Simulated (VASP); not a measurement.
Wanted: the native input for a VASP 6.6.1 run.

```yaml
Task: single point
Functional: PBE
Potentials_or_basis: VASP PAW PBE potentials, release 64 (Ba_sv, Ti_sv, O)
Cutoff: 520 eV
k_mesh: 6 × 6 × 6
Occupations: fermi-dirac, width 0.02 eV
Spin: no spin polarisation
Dipole_correction: no
Further_INCAR_settings: ALGO = Normal; EDIFF = 1e-06; NBANDS = 28
```

The structure of BaTiO3 lies in POSCAR:

```
BaTiO3
1.0
    4.0117610854      0.0000000000      0.0000000000
    0.0000000000      4.0117610854      0.0000000000
    0.0000000000      0.0000000000      4.1541157815
Ba Ti O
1 1 3
Direct
    0.5000000000      0.5000000000      0.5876883284
    0.0000000000      0.0000000000      0.1061577726
    0.0000000000      0.5000000000      0.0624234666
    0.5000000000      0.0000000000      0.0624234666
    0.0000000000      0.0000000000      0.5413039557
```

This cell differs from its parent crystal: strain +1.0%.

One way to write it, as run:

INCAR

```
SYSTEM = BaTiO3
ALGO = Normal
EDIFF = 1E-6
ENCUT = 520
GGA = PE
ISIF = 2
ISMEAR = -1
LASPH = .TRUE.
LCHARG = .TRUE.
LELF = .TRUE.
LREAL = .FALSE.
LVHAR = .TRUE.
LWAVE = .FALSE.
NBANDS = 28
NELM = 80
PREC = Accurate
SIGMA = 0.02
```

KPOINTS

```
k-points
0
G
  6 6 6
  0 0 0
```

Potentials or basis: VASP PAW PBE potentials, release 64 (Ba_sv, Ti_sv, O).

The run is started by

```console
$ cat potpaw_PBE.64/Ba_sv/POTCAR potpaw_PBE.64/Ti_sv/POTCAR potpaw_PBE.64/O/POTCAR > POTCAR
$ mpirun -np 1 vasp_std > vasp.out
```

Results of the run:

```
Pressure               : 0.8 GPa
Largest force          : 0.229 eV/Å
Band gap on the k mesh : 1.77 eV, indirect (least direct gap 2.30 eV)
```

Caveat: the cell differs from its parent crystal (strain +1.0%); spin-orbit coupling is left out, which moves the levels of the heavy elements.

Run time: 43 s on 1 thread of Intel(R) Xeon(R) 6975P-C (Granite Rapids) (shared host), peak memory 0.22 GiB.
